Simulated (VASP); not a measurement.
# SnO (Pmn2_1) in VASP: further runs

The runs below take SnO through single point, with PBE+D3(BJ).

All numbers are computed with VASP 6.6.1; they aren't measurements. Logs are shortened: lines on timing, memory, paths and dates and some standing lists are left out, and cuts for length are marked.

### 1 The cell of the first run

Symmetry: Pmn2_1, No. 31, orthorhombic system. Conventional cell: a = 3.829 Å, b = 5.456 Å, c = 3.731 Å, α = 90.00°, β = 90.00°, γ = 90.00°. Sn (site symmetry m) has 3 O at 2.05 to 2.32 Å within 2.7 Å. O (site symmetry m) has 3 Sn at 2.05 to 2.32 Å within 2.7 Å.

### 2 Single point, PBE+D3(BJ) (19.48 Å³/atom)

Input file INCAR:

```
  PREC = Accurate
  ENCUT = 520
  EDIFF = 1E-6
  ISMEAR = 0
  SIGMA = 0.05
  LREAL = False
  LASPH = True
  NELM = 60
  ALGO = Normal
  ISIF = 2
  LWAVE = False
  LCHARG = True
  GGA = PE
  IVDW = 12
  LELF = True
  LVHAR = True
  NBANDS = 28
```

Input file KPOINTS:

```
regular mesh
0
Gamma
  10 6 8
```

Input file POSCAR:

```
SnO
1.0
    3.8290377672      0.0000000000      0.0000000000
    0.0000000000      5.4561312189      0.0000000000
    0.0000000000      0.0000000000      3.7306623565
Sn O
2 2
Direct
    0.0000000000      0.2345104856      0.5269946555
    0.5000000000      0.7654895144      0.0269946555
    0.0000000000      0.8836051479      0.7230063445
    0.5000000000      0.1163948521      0.2230063445
```

Potentials or basis: VASP PAW PBE potentials, release 64 (Sn_d, O).

Started as:

```
$ cat potpaw_PBE.64/Sn_d/POTCAR potpaw_PBE.64/O/POTCAR > POTCAR
$ mpirun -np 1 vasp_std > vasp.out
```

OUTCAR:

```text
PREC = Accurate
   ENCUT = 520
   EDIFF = 1E-6
   ISMEAR = 0
   LREAL = False
   LASPH = True
   NELM = 60
   ISIF = 2
   GGA = PE
   IVDW = 12
 IVDW          = 12

 ion  position               nearest neighbor table
   1  0.000  0.235  0.527-   3 2.05   4 2.32   4 2.32   2 3.70   2 3.70   2 3.70   2 3.70
   2  0.500  0.765  0.027-   4 2.05   3 2.32   3 2.32   1 3.70   1 3.70   1 3.70   1 3.70
   3  0.000  0.884  0.723-   1 2.05   2 2.32   2 2.32
   4  0.500  0.116  0.223-   2 2.05   1 2.32   1 2.32

  LATTYP: Found a simple orthorhombic cell.
 ALAT       =     3.7306623565
 B/A-ratio  =     1.0263694222
 C/A-ratio  =     1.4625100579

  Lattice vectors:

 A1 = (   0.0000000000,   0.0000000000,   3.7306623565)
 A2 = (   3.8290377672,   0.0000000000,   0.0000000000)
 A3 = (   0.0000000000,   5.4561312189,   0.0000000000)

Analysis of symmetry for initial positions (statically):
=====================================================================
 Subroutine PRICEL returns:
 Original cell was already a primitive cell.

 Routine SETGRP: Setting up the symmetry group for a
 simple orthorhombic supercell.

 Subroutine GETGRP returns: Found  4 space group operations
 (whereof  2 operations were pure point group operations)
 out of a pool of  8 trial point group operations.

The static configuration has the point symmetry C_1h.
 The point group associated with its full space group is C_2v.

Analysis of symmetry for dynamics (positions and initial velocities):
=====================================================================
 Subroutine PRICEL returns:
 Original cell was already a primitive cell.

 Routine SETGRP: Setting up the symmetry group for a
 simple orthorhombic supercell.

 Subroutine GETGRP returns: Found  4 space group operations
 (whereof  2 operations were pure point group operations)
 out of a pool of  8 trial point group operations.

The dynamic configuration has the point symmetry C_1h.
 The point group associated with its full space group is C_2v.

 Subroutine INISYM returns: Found  4 space group operations
 (whereof  2 operations are pure point group operations),
 and found     1 'primitive' translations

----------------------------------------------------------------------------------------

                                     Primitive cell

  volume of cell :      77.9400

  direct lattice vectors                    reciprocal lattice vectors
     3.829037767  0.000000000  0.000000000     0.261162219  0.000000000  0.000000000
     0.000000000  5.456131219  0.000000000     0.000000000  0.183280050  0.000000000
     0.000000000  0.000000000  3.730662356     0.000000000  0.000000000  0.268048916

  length of vectors
     3.829037767  5.456131219  3.730662356     0.261162219  0.183280050  0.268048916

  position of ions in fractional coordinates (direct lattice)
     0.000000000  0.234510486  0.526994655
     0.500000000  0.765489514  0.026994655
     0.000000000  0.883605148  0.723006344
     0.500000000  0.116394852  0.223006344

  ion indices of the primitive-cell ions
   primitive index   ion index
                 1           1
                 2           2
                 3           3
                 4           4

----------------------------------------------------------------------------------------

 KPOINTS: regular mesh

Automatic generation of k-mesh.
 Grid dimensions read from file:
 generate k-points for:   10    6    8

 Generating k-lattice:

  Cartesian coordinates                     Fractional coordinates (reciprocal lattice)
     0.026116222  0.000000000  0.000000000     0.100000000  0.000000000  0.000000000
     0.000000000  0.030546675  0.000000000     0.000000000  0.166666667  0.000000000
     0.000000000  0.000000000  0.033506114     0.000000000  0.000000000  0.125000000

  Length of vectors
     0.026116222  0.030546675  0.033506114

  Shift w.r.t. Gamma in fractional coordinates (k-lattice)
     0.000000000  0.000000000  0.000000000

 Subroutine IBZKPT returns following result:
 ===========================================

 Found    120 irreducible k-points:

 Following reciprocal coordinates:
            Coordinates               Weight
  0.000000  0.000000  0.000000      1.000000
  0.100000  0.000000  0.000000      2.000000
  0.200000  0.000000  0.000000      2.000000
  0.300000  0.000000  0.000000      2.000000
  0.400000  0.000000  0.000000      2.000000
  0.500000  0.000000  0.000000      1.000000
[... 16 lines left out ...]
  0.400000  0.500000  0.000000      2.000000
  0.500000  0.500000  0.000000      1.000000
 [... further k-points ...]
   k-points           NKPTS =    120   k-points in BZ     NKDIM =    120   number of bands    NBANDS=     28
   number of dos      NEDOS =    301   number of ions     NIONS =      4
   total plane-waves  NPLWV =  32928
   dimension x,y,z NGX =    28 NGY =   42 NGZ =   28
   dimension x,y,z NGXF=    56 NGYF=   84 NGZF=   56
   ions per type =               2   2
   NGX,Y,Z   is equivalent  to a cutoff of  12.16, 12.80, 12.48 a.u.
   NGXF,Y,Z  is equivalent  to a cutoff of  24.31, 25.59, 24.95 a.u.
 SYSTEM =  unknown system
   PREC   = accura    normal or accurate (medium, high low for compatibility)
   ISTART =      0    job   : 0-new  1-cont  2-samecut
   ICHARG =      2    charge: 1-file 2-atom 10-const
   ISPIN  =      1    spin polarized calculation?
   LNONCOLLINEAR =      F non collinear calculations
   LSORBIT =      F    spin-orbit coupling
   LASPH  =      T    aspherical Exc in radial PAW
   ENCUT  =  520.0 eV  38.22 Ry    6.18 a.u.   7.12 10.14  6.94*2*pi/ulx,y,z
   NELM   =     60;   NELMIN=  2; NELMDL= -5     # of ELM steps
   EDIFF  = 0.1E-05   stopping-criterion for ELM
   LREAL  =      F    real-space projection
   EDIFFG = 0.1E-04   stopping-criterion for IOM
   NSW    =      0    number of steps for IOM
   IBRION =     -1    ionic relax: 0-MD 1-quasi-New 2-CG
   NFREE  =      0    steps in history (QN), initial steepest desc. (CG)
   ISIF   =      2    stress and relaxation
   ISYM   =      2    0-nonsym 1-usesym 2-fastsym
   POTIM  = 0.5000    time-step for ionic-motion
   TEBEG  =    0.0;   TEEND  =   0.0 temperature during run
   PSTRESS=    0.0 pullay stress
   NELECT =      40.0000    total number of electrons
   NUPDOWN=      -1.0000    fix difference up-down
   EMIN   =  10.00;   EMAX   =-10.00  energy-range for DOS
   EFERMI =   0.00;   METHOD = LEGACY
   ISMEAR =     0;   SIGMA  =   0.05  broadening in eV -4-tet -1-fermi 0-gaus
   EFERMI_NEDOS =   21; number of points for ismear=-14 and -15
   IALGO  =     38    algorithm
   IMIX   =      4    mixing-type and parameters
     AMIX     =   0.40;   BMIX     =  1.00
     AMIX_MAG =   1.60;   BMIX_MAG =  1.00
  volume/ion in A,a.u.               =      19.48       131.49
  Fermi-wavevector in a.u.,A,eV,Ry     =   1.310714  2.476891 23.374427  1.717972
  Thomas-Fermi vector in A             =   2.441226
   LORBIT       =      0    0 simple, 1 ext, 2 COOP (PROOUT), +10 PAW based schemes
   GGA     = PE    functional components
   LHFCALC =     F    Hartree Fock is set to
   AEXX    =    0.0000 exact exchange contribution
   IVDW    =    12    specifies the selected vdW correction
   LEPSILON=     F    determine dielectric tensor
   LRPA    =     F    only Hartree local field effects (RPA)
 non-spin polarized calculation
 Gauss-broadening in eV      SIGMA  =   0.05
  energy-cutoff  :      520.00
  volume of cell :       77.94
 maximum number of plane-waves:      2134
   NGX = 15   NGY = 21   NGZ = 13

 number of electron      39.9999998 magnetization

 Free energy of the ion-electron system (eV)
  ---------------------------------------------------
  ext. energy  EPLUGINS =         0.00000000
  ---------------------------------------------------
  free energy    TOTEN  =       -22.05175880 eV

  energy without entropy =      -22.05175880  energy(sigma->0) =      -22.05175880

 E-fermi :   5.4951     XC(G=0):  -9.7723

 val. band max:        5.1910603383   @ k =   0.0000   0.0000   0.0000
 cond. band min:       6.3973217607   @ k =   0.0000   0.5000   0.3750
 fundamental gap:      1.2062614225
 Fermi energy:         5.4951321764

 k-point     1 :       0.0000    0.0000    0.0000
  band No.  band energies     occupation
      1     -15.9799      2.00000
      2     -15.7551      2.00000
      3     -15.7498      2.00000
      4     -15.6956      2.00000
      5     -15.6707      2.00000
      6     -15.6549      2.00000
[... 20 lines left out ...]
     27      14.1514      0.00000
     28      14.8525      0.00000

 k-point     2 :       0.1000    0.0000    0.0000
  band No.  band energies     occupation
      1     -15.9769      2.00000
      2     -15.7630      2.00000
      3     -15.7470      2.00000
      4     -15.7010      2.00000
      5     -15.6701      2.00000
      6     -15.6508      2.00000
[... 20 lines left out ...]
     27      14.5349      0.00000
     28      14.9311      0.00000

 k-point     3 :       0.2000    0.0000    0.0000
  band No.  band energies     occupation
      1     -15.9686      2.00000
      2     -15.7907      2.00000
      3     -15.7390      2.00000
      4     -15.7051      2.00000
      5     -15.6679      2.00000
      6     -15.6454      2.00000
[... 20 lines left out ...]
     27      14.3774      0.00000
     28      15.8065      0.00000

 k-point     4 :       0.3000    0.0000    0.0000
  band No.  band energies     occupation
      1     -15.9559      2.00000
      2     -15.8323      2.00000
      3     -15.7279      2.00000
      4     -15.7044      2.00000
      5     -15.6633      2.00000
      6     -15.6432      2.00000
[... 578 lines left out ...]
     27      14.3863      0.00000
     28      15.1336      0.00000

 k-point    23 :       0.4000    0.5000    0.0000
  band No.  band energies     occupation
      1     -15.9399      2.00000
      2     -15.8812      2.00000
      3     -15.7149      2.00000
      4     -15.7065      2.00000
      5     -15.6497      2.00000
      6     -15.6398      2.00000
[... 20 lines left out ...]
     27      13.9868      0.00000
     28      14.6938      0.00000

 k-point    24 :       0.5000    0.5000    0.0000
  band No.  band energies     occupation
      1     -15.9162      2.00000
      2     -15.9162      2.00000
      3     -15.7088      2.00000
      4     -15.7088      2.00000
      5     -15.6431      2.00000
      6     -15.6431      2.00000
[... 20 lines left out ...]
     27      14.2463      0.00000
     28      14.2463      0.00000

 [... further k-points ...]

------------------------ aborting loop because EDIFF is reached ----------------------------------------

 Edisp (eV)   -0.85127

 E8    (eV) :    -0.3713

  FORCE on cell =-STRESS in cart. coord.  units (eV):
  Direction    XX          YY          ZZ          XY          YZ          ZX
  --------------------------------------------------------------------------------------
  -------------------------------------------------------------------------------------
  Total      -4.88551     1.74555    -0.99752     0.00000     0.00000     0.00000
  in kB    -100.42922    35.88252   -20.50565     0.00000     0.00000     0.00000
  external pressure =      -28.35 kB  Pullay stress =        0.00 kB

 VOLUME and BASIS-vectors are now :
 -----------------------------------------------------------------------------
  energy-cutoff  :      520.00
  volume of cell :       77.94
      direct lattice vectors                 reciprocal lattice vectors
     3.829037767  0.000000000  0.000000000     0.261162219  0.000000000  0.000000000
     0.000000000  5.456131219  0.000000000     0.000000000  0.183280050  0.000000000
     0.000000000  0.000000000  3.730662356     0.000000000  0.000000000  0.268048916

 POSITION                                       TOTAL-FORCE (eV/Angst)
 -----------------------------------------------------------------------------------
      0.00000      1.27952      1.96604         0.000000      0.173387     -0.507231
      1.91452      4.17661      0.10071         0.000000     -0.173387     -0.507231
      0.00000      4.82107      2.69729         0.000000     -0.639301      0.507231
      1.91452      0.63507      0.83196         0.000000      0.639301      0.507231
 -----------------------------------------------------------------------------------
    total drift:                                0.000000      0.000000     -0.000259

  FREE ENERGIE OF THE ION-ELECTRON SYSTEM (eV)
  ---------------------------------------------------
  free  energy   TOTEN  =       -22.9030273686 eV

  energy  without entropy=      -22.9030273686  energy(sigma->0) =      -22.90302737
```

It took 2 min on 1 thread of Intel Xeon 6975P-C (Granite Rapids), shared host; peak memory 0.33 GiB.

Results:

```yaml
Free_energy: -22.9030 eV
Pressure: -2.8 GPa
Largest_force: 0.816 eV/Å
Band_gap_on_the_k_mesh: 1.21 eV (least direct gap 2.27 eV)
Dispersion_energy_per_atom: -0.213 eV
```

Forces on the atoms (eV/Å):
```
Sn   0.000  0.173 -0.507
Sn   0.000 -0.173 -0.507
O    0.000 -0.639  0.507
O    0.000  0.639  0.507
```

Levels at points of the mesh, in eV from the valence-band top:
| k point | band 16 | band 17 | band 18 | band 19 | band 20 | band 21 | band 22 | band 23 | band 24 | band 25 |
| --- | --- | --- | --- | --- | --- | --- | --- | --- | --- | --- |
| (0.00, 0.00, 0.00) | -4.12 | -3.06 | -2.48 | -1.71 | 0.00 | 3.30 | 3.31 | 5.77 | 6.41 | 6.66 |
| (0.50, 0.00, 0.00) | -3.93 | -2.35 | -2.35 | -1.45 | -1.45 | 3.12 | 3.12 | 5.97 | 5.97 | 6.19 |
| (0.00, 0.50, 0.00) | -3.43 | -3.16 | -2.55 | -1.52 | -1.29 | 3.92 | 4.59 | 4.62 | 4.79 | 5.46 |
| (0.50, 0.50, 0.00) | -3.49 | -2.39 | -2.39 | -1.20 | -1.20 | 2.23 | 2.23 | 6.23 | 6.23 | 7.43 |
| (0.00, 0.00, 0.50) | -3.36 | -3.28 | -3.28 | -1.44 | -1.44 | 1.69 | 1.69 | 5.94 | 5.94 | 5.98 |
| (0.50, 0.00, 0.50) | -3.91 | -3.02 | -3.02 | -1.37 | -1.37 | 2.02 | 2.02 | 4.26 | 4.26 | 6.95 |
| (0.00, 0.50, 0.50) | -3.26 | -2.95 | -2.95 | -1.22 | -1.22 | 1.62 | 1.62 | 5.72 | 5.72 | 6.01 |
| (0.50, 0.50, 0.50) | -4.15 | -3.30 | -3.30 | -0.44 | -0.44 | 1.94 | 1.94 | 4.50 | 4.50 | 5.70 |

Caveat: the stress differs along the axes, from -10 to 4 GPa; spin-orbit coupling is left out, which moves the levels of the heavy elements. A k mesh can miss the band edges.

### 3 Single point, PBE+D3(BJ) (19.49 Å³/atom)

Input file INCAR:

```
PREC = Accurate ; ENCUT = 520
EDIFF = 1E-6 ; ISMEAR = 0
SIGMA = 0.05 ; LREAL = F
LASPH = T ; NELM = 60
ALGO = Normal ; ISIF = 2
LWAVE = F ; LCHARG = T
GGA = PE ; IVDW = 12
LELF = T ; LVHAR = T
NBANDS = 28
```

Input file KPOINTS:

```
Automatic mesh
0
Gamma
  10 6 8
```

Input file POSCAR:

```
SnO
1.0
    3.2570357652      0.0000000000      0.0000000000
    0.0000000000      5.9158665373      0.0000000000
    0.0000000000      0.0000000000      4.0450091303
Sn O
2 2
Direct
    0.0000000000      0.2345104856      0.5269946555
    0.5000000000      0.7654895144      0.0269946555
    0.0000000000      0.8836051479      0.7230063445
    0.5000000000      0.1163948521      0.2230063445
```

Potentials or basis: VASP PAW PBE potentials, release 64 (Sn_d, O).

Started as:

```
$ cat potpaw_PBE.64/Sn_d/POTCAR potpaw_PBE.64/O/POTCAR > POTCAR
$ mpirun -np 1 vasp_std > vasp.out
```

Wall time 93 s (1 thread of Intel Xeon 6975P-C (Granite Rapids), shared host); peak memory 0.33 GiB.

Results (log left out):

- Free energy: -23.2231 eV
- Pressure: -2.1 GPa
- Largest force: 0.584 eV/Å
- Band gap on the k mesh: 1.42 eV (least direct gap 1.82 eV)
- Dispersion energy per atom: -0.213 eV

Forces in eV/Å, atoms in the order of the input:
```
Sn   0.000 -0.583 -0.040
Sn   0.000  0.583 -0.040
O    0.000  0.184  0.040
O    0.000 -0.184  0.040
```

Stress tensor (GPa, compression positive):
```
 0.96  0.00  0.00
 0.00 -4.96  0.00
 0.00  0.00 -2.26
```

Levels at points of the mesh, in eV from the valence-band top:
| k point | band 18 | band 19 | band 20 | band 21 | band 22 | band 23 |
| --- | --- | --- | --- | --- | --- | --- |
| (0.00, 0.00, 0.00) | -2.16 | -1.88 | -0.01 | 3.25 | 3.39 | 6.21 |
| (0.50, 0.00, 0.00) | -2.25 | -0.93 | -0.93 | 2.48 | 2.48 | 5.64 |
| (0.00, 0.50, 0.00) | -2.18 | -1.49 | -1.21 | 3.06 | 4.52 | 5.33 |
| (0.50, 0.50, 0.00) | -2.26 | -0.73 | -0.73 | 1.95 | 1.95 | 6.31 |
| (0.00, 0.00, 0.50) | -2.61 | -1.21 | -1.21 | 2.91 | 2.91 | 5.30 |
| (0.50, 0.00, 0.50) | -3.08 | -0.91 | -0.91 | 2.40 | 2.40 | 4.78 |
| (0.00, 0.50, 0.50) | -2.61 | -1.33 | -1.33 | 2.13 | 2.13 | 6.09 |
| (0.50, 0.50, 0.50) | -3.29 | -0.30 | -0.30 | 2.66 | 2.66 | 4.20 |

Caveat: the stress differs along the axes, from -5 to 1 GPa; spin-orbit coupling is left out, which moves the levels of the heavy elements. A k mesh can miss the band edges.

(Continued in part 2 of 2.)
